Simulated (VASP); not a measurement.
# AgRh (P-6m2) in VASP: settings compared, part 2 of 2

VASP 6.6.1.

## Step 4: Single point, HSE06

File POSCAR:

```
AgRh
1.0
    2.7775881998      0.0000000000      0.0000000000
   -1.3887940999      2.4054619423      0.0000000000
    0.0000000000      0.0000000000      4.8086020000
Ag Rh
1 1
Direct
    0.0000000000      0.0000000000      0.5000000000
    0.6666666667      0.3333333333      0.0000000000
```

File INCAR.step1:

```
ALGO = Normal
EDIFF = 1E-5
ENCUT = 520
GGA = PE
ISIF = 2
ISMEAR = 1
LASPH = True
LREAL = False
LWAVE = True
NBANDS = 20
NELM = 100
PREC = Accurate
SIGMA = 0.05
```

File INCAR.step2:

```
ALGO = Normal
EDIFF = 1E-7
ENCUT = 520
GGA = PE
HFSCREEN = 0.2079
ISIF = 2
ISMEAR = 1
ISTART = 1
LASPH = True
LCHARG = True
LELF = True
LHFCALC = True
LREAL = False
LVHAR = True
LWAVE = False
NBANDS = 20
NELM = 100
PREC = Accurate
PRECFOCK = Normal
SIGMA = 0.05
```

File KPOINTS:

```
k-points
0
Gamma
  6 6 3
```

Potentials or basis: VASP PAW PBE potentials, release 64 (Ag, Rh_pv).

The run is started by

```console
$ cat potpaw_PBE.64/Ag/POTCAR potpaw_PBE.64/Rh_pv/POTCAR > POTCAR
$ cp INCAR.step1 INCAR
$ mpirun -np 1 vasp_std > vasp.out
$ cp INCAR.step2 INCAR
$ mpirun -np 1 vasp_std > vasp.out
```

OUTCAR:

```text
EDIFF = 1E-7
   ENCUT = 520
   GGA = PE
   HFSCREEN = 0.2079
   ISIF = 2
   ISMEAR = 1
   ISTART = 1
   LASPH = True
   LHFCALC = True
   LREAL = False
   NELM = 100
   PREC = Accurate
   PRECFOCK = Normal

 ion  position               nearest neighbor table
   1  0.000  0.000  0.500-   2 2.89   2 2.89   2 2.89   2 2.89   2 2.89   2 2.89
   2  0.667  0.333  0.000-   1 2.89   1 2.89   1 2.89   1 2.89   1 2.89   1 2.89

  LATTYP: Found a hexagonal cell.
 ALAT       =     2.7775881998
 C/A-ratio  =     1.7312148721

  Lattice vectors:

 A1 = (   2.7775881998,   0.0000000000,   0.0000000000)
 A2 = (  -1.3887940999,   2.4054619423,   0.0000000000)
 A3 = (   0.0000000000,   0.0000000000,   4.8086020000)

Analysis of symmetry for initial positions (statically):
=====================================================================
 Subroutine PRICEL returns:
 Original cell was already a primitive cell.

 Routine SETGRP: Setting up the symmetry group for a
 hexagonal supercell.

 Subroutine GETGRP returns: Found 12 space group operations
 (whereof 12 operations were pure point group operations)
 out of a pool of 24 trial point group operations.

The static configuration has the point symmetry D_3h.

Analysis of symmetry for dynamics (positions and initial velocities):
=====================================================================
 Subroutine PRICEL returns:
 Original cell was already a primitive cell.

 Routine SETGRP: Setting up the symmetry group for a
 hexagonal supercell.

 Subroutine GETGRP returns: Found 12 space group operations
 (whereof 12 operations were pure point group operations)
 out of a pool of 24 trial point group operations.

The dynamic configuration has the point symmetry D_3h.

 Subroutine INISYM returns: Found 12 space group operations
 (whereof 12 operations are pure point group operations),
 and found     1 'primitive' translations

----------------------------------------------------------------------------------------

                                     Primitive cell

  volume of cell :      32.1281

  direct lattice vectors                    reciprocal lattice vectors
     2.777588200  0.000000000  0.000000000     0.360024571  0.207860283  0.000000000
    -1.388794100  2.405461942  0.000000000     0.000000000  0.415720566  0.000000000
     0.000000000  0.000000000  4.808602000     0.000000000  0.000000000  0.207960651

  length of vectors
     2.777588200  2.777588200  4.808602000     0.415720566  0.415720566  0.207960651

  position of ions in fractional coordinates (direct lattice)
     0.000000000  0.000000000  0.500000000
     0.666666667  0.333333333  0.000000000

  ion indices of the primitive-cell ions
   primitive index   ion index
                 1           1
                 2           2

----------------------------------------------------------------------------------------

 KPOINTS: k-points

[... 27 lines left out ...]
  0.500000  0.000000  0.000000      3.000000
  0.166667  0.166667  0.000000      6.000000
  0.333333  0.166667  0.000000     12.000000
  0.333333  0.333333  0.000000      2.000000
  0.000000  0.000000  0.333333      2.000000
  0.166667  0.000000  0.333333     12.000000
  0.333333  0.000000  0.333333     12.000000
  0.500000  0.000000  0.333333      6.000000
  0.166667  0.166667  0.333333     12.000000
  0.333333  0.166667  0.333333     24.000000
  0.333333  0.333333  0.333333      4.000000
   k-points           NKPTS =     14   k-points in BZ     NKDIM =    108   number of bands    NBANDS=     20
   number of dos      NEDOS =    301   number of ions     NIONS =      2
   total plane-waves  NPLWV =  20736
   dimension x,y,z NGX =    24 NGY =   24 NGZ =   36
   dimension x,y,z NGXF=    48 NGYF=   48 NGZF=   72
   ions per type =               1   1
   NGX,Y,Z   is equivalent  to a cutoff of  14.36, 14.36, 12.45 a.u.
   NGXF,Y,Z  is equivalent  to a cutoff of  28.73, 28.73, 24.89 a.u.
 SYSTEM =  unknown system
   PREC   = accura    normal or accurate (medium, high low for compatibility)
   ISTART =      1    job   : 0-new  1-cont  2-samecut
   ICHARG =      0    charge: 1-file 2-atom 10-const
   ISPIN  =      1    spin polarized calculation?
   LNONCOLLINEAR =      F non collinear calculations
   LSORBIT =      F    spin-orbit coupling
   LASPH  =      T    aspherical Exc in radial PAW
   ENCUT  =  520.0 eV  38.22 Ry    6.18 a.u.   5.16  5.16  8.94*2*pi/ulx,y,z
   NELM   =    100;   NELMIN=  2; NELMDL=  0     # of ELM steps
   EDIFF  = 0.1E-06   stopping-criterion for ELM
   LREAL  =      F    real-space projection
   EDIFFG = 0.1E-05   stopping-criterion for IOM
   NSW    =      0    number of steps for IOM
   IBRION =     -1    ionic relax: 0-MD 1-quasi-New 2-CG
   NFREE  =      0    steps in history (QN), initial steepest desc. (CG)
   ISIF   =      2    stress and relaxation
   ISYM   =      3    0-nonsym 1-usesym 2-fastsym
   POTIM  = 0.5000    time-step for ionic-motion
   TEBEG  =    0.0;   TEEND  =   0.0 temperature during run
   PSTRESS=    0.0 pullay stress
   NELECT =      26.0000    total number of electrons
   NUPDOWN=      -1.0000    fix difference up-down
   EMIN   =  10.00;   EMAX   =-10.00  energy-range for DOS
   EFERMI =   0.00;   METHOD = LEGACY
   ISMEAR =     1;   SIGMA  =   0.05  broadening in eV -4-tet -1-fermi 0-gaus
   EFERMI_NEDOS =   21; number of points for ismear=-14 and -15
   IALGO  =     38    algorithm
   IMIX   =      1    mixing-type and parameters
     AMIX     =   0.40;   BMIX     =  1.00
     AMIX_MAG =   1.60;   BMIX_MAG =  1.00
  volume/ion in A,a.u.               =      16.06       108.41
  Fermi-wavevector in a.u.,A,eV,Ry     =   1.525589  2.882945 31.666497  2.327422
  Thomas-Fermi vector in A             =   2.633739
   LORBIT       =      0    0 simple, 1 ext, 2 COOP (PROOUT), +10 PAW based schemes
   GGA     = PE    functional components
   LHFCALC =     T    Hartree Fock is set to
   PRECFOCK=normal    Normal, Fast or Accurate (Low or Medium for compatibility)
   ENCUT4O =  -1.0   cutoff for four orbital integrals eV
   NKREDX  =     1    reduce k-point grid by
   NKREDY  =     1    reduce k-point grid by
   NKREDZ  =     1    reduce k-point grid by
   AEXX    =    0.2500 exact exchange contribution
   HFSCREEN=    0.2079 screening length (either q_TF or 0.3 A-1)
   HFSCREENC=   0.2079 screening length for correlation (either q_TF or 0.3 A-1)
   ENCUTFOCK=  -1.0 apply spherical cutoff to Coloumb kernel
   IVDW    =     0    specifies the selected vdW correction
   LEPSILON=     F    determine dielectric tensor
   LRPA    =     F    only Hartree local field effects (RPA)
 non-spin polarized calculation
 Methfessel and Paxton  Order N= 1 SIGMA  =   0.05
  energy-cutoff  :      520.00
  volume of cell :       32.13
 maximum number of plane-waves:       870
 NGX is ok and might be reduce to    24
  NGX = 16; NGY = 16; NGZ = 28

 number of electron      25.9999997 magnetization

 Free energy of the ion-electron system (eV)
  ---------------------------------------------------
  ext. energy  EPLUGINS =         0.00000000
  ---------------------------------------------------
  free energy    TOTEN  =       -10.73232918 eV

  energy without entropy =      -10.73158653  energy(sigma->0) =      -10.73208163

 E-fermi :   8.1105     XC(G=0): -10.4120

 val. band max:        8.0884779387   @ k =   0.1667   0.0000   0.3333
 cond. band min:       8.2215850340   @ k =   0.1667   0.0000   0.0000
 fundamental gap:      0.1331070952
 Fermi energy:         8.1104591598

 k-point     1 :       0.0000    0.0000    0.0000
  band No.  band energies     occupation
      1     -40.3624      2.00000
      2     -40.3624      2.00000
      3     -40.1706      2.00000
      4       0.6227      2.00000
      5       1.6822      2.00000
      6       3.1118      2.00000
[... 311 lines left out ...]
     19      18.7871      0.00000
     20      26.4370      0.00000

------------------------ aborting loop because EDIFF is reached ----------------------------------------

  FORCE on cell =-STRESS in cart. coord.  units (eV):
  Direction    XX          YY          ZZ          XY          YZ          ZX
  --------------------------------------------------------------------------------------
  -------------------------------------------------------------------------------------
  Total       -1.5087185     -1.5087185     -0.8889651      0.0000000      0.0000000      0.0000000
  in kB      -75.2373699    -75.2373699    -44.3312631      0.0000000      0.0000000      0.0000000
  external PRESSURE =     -64.9353343 kB  Pullay stress =       0.0000000 kB

 VOLUME and BASIS-vectors are now :
 -----------------------------------------------------------------------------
  energy-cutoff  :      520.00
  volume of cell :       32.13
      direct lattice vectors                 reciprocal lattice vectors
     2.777588200  0.000000000  0.000000000     0.360024571  0.207860283  0.000000000
    -1.388794100  2.405461942  0.000000000     0.000000000  0.415720566  0.000000000
     0.000000000  0.000000000  4.808602000     0.000000000  0.000000000  0.207960651

 POSITION                                       TOTAL-FORCE (eV/Angst)
 -----------------------------------------------------------------------------------
      0.00000      0.00000      2.40430        -0.000000     -0.000000      0.000000
      1.38879      0.80182      0.00000         0.000000      0.000000      0.000000
 -----------------------------------------------------------------------------------
    total drift:                               -0.000000      0.000000      0.000000

  FREE ENERGIE OF THE ION-ELECTRON SYSTEM (eV)
  ---------------------------------------------------
  free  energy   TOTEN  =       -10.7323291809 eV

  energy  without entropy=      -10.7315865316  energy(sigma->0) =      -10.73208163
```

Wall time 34 min (1 thread of Oxide Virtual Turin-like, shared host); peak memory 0.24 GiB.

What came out:

```
Free energy            : -10.7323 eV
Pressure               : -6.5 GPa
Band gap on the k mesh : zero (bands 13 and 14 overlap by 1.62 eV)
```

Caveat: the k points lie up to 0.44 Å⁻¹ apart, too coarse for converged energies and pressures of a metal; the PAW data sets were made with another functional, which shifts forces and pressure a little.

## Step 5: The runs side by side

```csv
task,level,cell,k mesh,cutoff (eV),smearing,grid for exact exchange (PRECFOCK),share of exact exchange,screening parameter,gap on the mesh (eV),pressure (GPa),relaxed volume (Å³/atom)
relaxation of cell and atoms,BLYP,relaxed,11 × 11 × 6,600,fermi-dirac 0.05 eV,-,-,-,none,0.1,16.88
relaxation of cell and atoms,r2SCAN,relaxed,11 × 11 × 6,600,fermi-dirac 0.05 eV,-,-,-,none,0.1,15.43
single point,HSE06,as given,6 × 6 × 3,520,methfessel-paxton 0.05 eV,Normal,0.25,0.2079 1/Å,none,-6.5,-
```

Alike in all rows: potentials or basis VASP PAW PBE potentials, release 64 (Ag, Rh_pv); no spin polarisation.

Caveats: some runs use coarse meshes; the PAW data sets were made with another functional, which shifts forces and pressure a little.

Absolute energies hang on the potentials; compare differences alone.

The gap in the log of VASP goes by the Fermi energy; the results here count the filled bands.